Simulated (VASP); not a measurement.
A run of VASP 6.6.1 is set up as follows.

Contents of INCAR:

```
  PREC = Accurate
  ENCUT = 520
  EDIFF = 1E-6
  ISMEAR = 0
  SIGMA = 0.1
  LREAL = F
  LASPH = T
  NELM = 100
  ALGO = Normal
  ISIF = 2
  LWAVE = F
  LCHARG = T
  GGA = PE
  LELF = T
  LVHAR = T
  NBANDS = 19
```

Contents of KPOINTS:

```
Automatic mesh
0
Gamma
  6 6 4
```

The input POSCAR:

```
Si3N2
1.0
    3.5220750232      0.0000000000      0.0000000000
    0.0000000000      3.5220750232      0.0000000000
    0.0000000000      0.0000000000      5.1545527890
Si N
3 2
Direct
    0.5000000000      0.5000000000      0.0000000000
    0.0000000000      0.5000000000      0.6400132239
    0.5000000000      0.0000000000      0.3599867761
    0.5000000000      0.5000000000      0.5000000000
    0.0000000000      0.0000000000      0.5000000000
```

Potentials or basis: VASP PAW PBE potentials, release 64 (Si, N).

The run is started by

```console
$ cat potpaw_PBE.64/Si/POTCAR potpaw_PBE.64/N/POTCAR > POTCAR
$ mpirun -np 1 vasp_std > vasp.out
```

Q: What does it give for the pressure?

A: -0.1 GPa.

Q: Estimate the largest force.

A: 0.010 eV/Å.

Stress tensor (GPa, compression positive):
```
-0.02  0.00  0.00
 0.00 -0.02  0.00
 0.00  0.00 -0.36
```
